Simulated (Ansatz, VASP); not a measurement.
BaTiO3: VASP beside Ansatz

```
Ba Ti O
1.0
     3.94979    0.00000    0.00000
     0.00000    2.82833   -2.83891
     0.00000    2.82833    2.83891
Ba Ti O
1 1 3
Direct
  0.00000 0.99290 0.00710
  0.50000 0.48012 0.51988
  0.00000 0.50859 0.49141
  0.50000 0.01520 0.49370
  0.50000 0.50630 0.98480
```

Alike in both runs: functional PBEsol; k mesh 6 × 6 × 6; no spin polarisation.

Ansatz relaxed the structure, and its values are those at the end. VASP's run is a single point on that final structure, the one shown.

```csv
,VASP,Ansatz
version,VASP 6.6.1,Ansatz 0.2.0
potentials or method,"VASP PAW PBE potentials, release 64 (Ba_sv, Ti_sv, O)","plane waves, PAW"
plane-wave cutoff (eV),600,420
occupations,"gaussian, width 0.01 eV",fixed
valence electrons in the cell,40,40
```

```tsv
	VASP	Ansatz	Ansatz less VASP
pressure (GPa)	1.8	0.0	-1.80
rms of the force components (eV/Å)	0.022	0.000	-0.0220
```

VASP's potentials were made for PBE, not for PBEsol.

Neither program's run includes spin-orbit coupling.
